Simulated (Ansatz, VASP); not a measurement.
**Two plane-wave programs on Hf**

INCAR

```
SYSTEM = Hf
ALGO = Normal
EDIFF = 1E-7
EDIFFG = -0.01
ENCUT = 600
GGA = RE
IBRION = 2
ISIF = 3
ISMEAR = -1
LASPH = .TRUE.
LCHARG = .FALSE.
LREAL = .FALSE.
LWAVE = .FALSE.
NELM = 100
NSW = 60
PREC = Accurate
SIGMA = 0.05
```

The input KPOINTS:

```
k-points
0
G
  10 10 10
  0 0 0
```

Contents of POSCAR:

```
Hf
1.0
   -1.8050000000      1.8050000000      1.8050000000
    1.8050000000     -1.8050000000      1.8050000000
    1.8050000000      1.8050000000     -1.8050000000
Hf
1
Direct
    0.0000000000      0.0000000000      0.0000000000
```

File input.yaml:

```yaml
crystal:
  lattice:
    - [-1.805, 1.805, 1.805]
    - [1.805, -1.805, 1.805]
    - [1.805, 1.805, -1.805]
  atoms:
    - { symbol: Hf, position: [0.0, 0.0, 0.0] }
hamiltonian:
  xc: revpbe
  pseudopotentials: { kind: paw }
kpoints:
  mp_grid: { grid: [10, 10, 10] }
scf:
  occupations: { method: fermi_dirac, width: 0.05 }
output:
  forces: true
  stress: true
  eigenvalues: true
  write_density: true
  write_potential: true
  elf: true
  volumetric_format: npy
relax:
  f_tol: 0.01
  max_steps: 40
  cell: { stress_tol: 0.05 }
```

Alike in both runs: task relaxation of cell and atoms; functional revPBE; k mesh 10 × 10 × 10; occupations fermi-dirac, width 0.05 eV; no spin polarisation.

|  | VASP | Ansatz |
| --- | --- | --- |
| version | VASP 6.6.1 | Ansatz 0.2.0 |
| potentials or method | VASP PAW PBE potentials, release 64 (Hf_pv) | Ansatz PAW |
| plane-wave cutoff (eV) | 600 | 420 |
| valence electrons in the cell | 10 | 26 |

VASP gave:

* gap on the k mesh at the Fermi level, each at its own relaxed structure (eV): none
* relaxed volume (Å³/atom): 22.70
* relaxed cell length with the largest relative difference (Å): 3.090

Problem. What did Ansatz give for the same quantities?

Solution. gap on the k mesh at the Fermi level, each at its own relaxed structure (eV): none; relaxed volume (Å³/atom): 22.78; relaxed cell length with the largest relative difference (Å): 3.093.

VASP's potentials were made for PBE, not for revPBE. A gap of «none» marks a metal or a gap that the smearing closes. VASP's potentials hold 10 valence electrons a cell and Ansatz's 26, so a difference there can come from the potentials and not from the codes.

Neither program's run includes spin-orbit coupling. Noted on Ansatz's run: the plane-wave basis is chosen anew once the cell has moved, so the energies of steps on either side of that aren't comparable.
